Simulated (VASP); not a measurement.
Input of a VASP 6.6.1 run:

The input INCAR:

```
SYSTEM = MgS
PREC = Accurate
ENCUT = 520
EDIFF = 1E-6
ISMEAR = 0
SIGMA = 0.01
LREAL = .FALSE.
LASPH = .TRUE.
NELM = 80
ALGO = Normal
ISIF = 2
LWAVE = .FALSE.
LCHARG = .FALSE.
GGA = PE
NBANDS = 11
```

File KPOINTS:

```
regular mesh
0
G
  4 4 4
  0 0 0
```

File POSCAR:

```
MgS
1.0
    0.0000000000      2.6015177399      2.6015177399
    2.6015177399      0.0000000000      2.6015177399
    2.6015177399      2.6015177399      0.0000000000
Mg S
1 1
Direct
    0.0000000000      0.0000000000      0.0000000000
    0.5000000000      0.5000000000      0.5000000000
```

Potentials or basis: VASP PAW PBE potentials, release 64 (Mg, S).

Command:

```bash
$ cat potpaw_PBE.64/Mg/POTCAR potpaw_PBE.64/S/POTCAR > POTCAR
$ mpirun -np 1 vasp_std > vasp.out
```

Question: What does it give for the band gap on the k mesh?

Answer: 2.75 eV, indirect (least direct gap 3.70 eV).

Question: Predict the pressure.

Answer: 1.2 GPa.

Caveat: the k points lie up to 0.52 Å⁻¹ apart. As with any semilocal functional, this PBE gap is likely too small.
